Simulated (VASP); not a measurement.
A run of VASP 6.6.1 is set up as follows.

The input POSCAR:

```
Pd
1.0
    2.7410063569      0.0000000000      0.0000000000
   -1.3705031785      2.3737811370      0.0000000000
    0.0000000000      0.0000000000      4.6200437655
Pd
2
Direct
    0.3333333333      0.6666666667      0.2500000000
    0.6666666667      0.3333333333      0.7500000000
```

The input INCAR.step1:

```
PREC = Accurate
ENCUT = 550
ISMEAR = 0
SIGMA = 0.1
LREAL = False
LASPH = True
NELM = 120
NBANDS = 17
GGA = PE
ALGO = Normal
EDIFF = 1E-5
LWAVE = True
LCHARG = False
GGA_COMPAT = False
```

Contents of INCAR.step2:

```
PREC = Accurate
ENCUT = 550
EDIFF = 1E-6
ISMEAR = 0
SIGMA = 0.1
LREAL = False
LASPH = True
NELM = 120
ALGO = Normal
ISIF = 2
LWAVE = False
LCHARG = False
METAGGA = R2SCAN
LMIXTAU = True
NBANDS = 17
ISTART = 1
GGA_COMPAT = False
```

The input KPOINTS:

```
regular mesh
0
Gamma
  18 18 10
```

Potentials or basis: VASP PAW PBE potentials, release 64 (Pd).

Command:

```bash
$ cat potpaw_PBE.64/Pd/POTCAR > POTCAR
$ cp INCAR.step1 INCAR
$ mpirun -np 1 vasp_std > vasp.out
$ cp INCAR.step2 INCAR
$ mpirun -np 1 vasp_std > vasp.out
```

(1) Predict the pressure.

(2) What does it give for the band gap on the k mesh?

## Answers

(1) 0.2 GPa.

(2) zero (bands 10 and 11 overlap by 0.96 eV).

Caveat: the PAW data sets were made with another functional, which shifts forces and pressure a little.
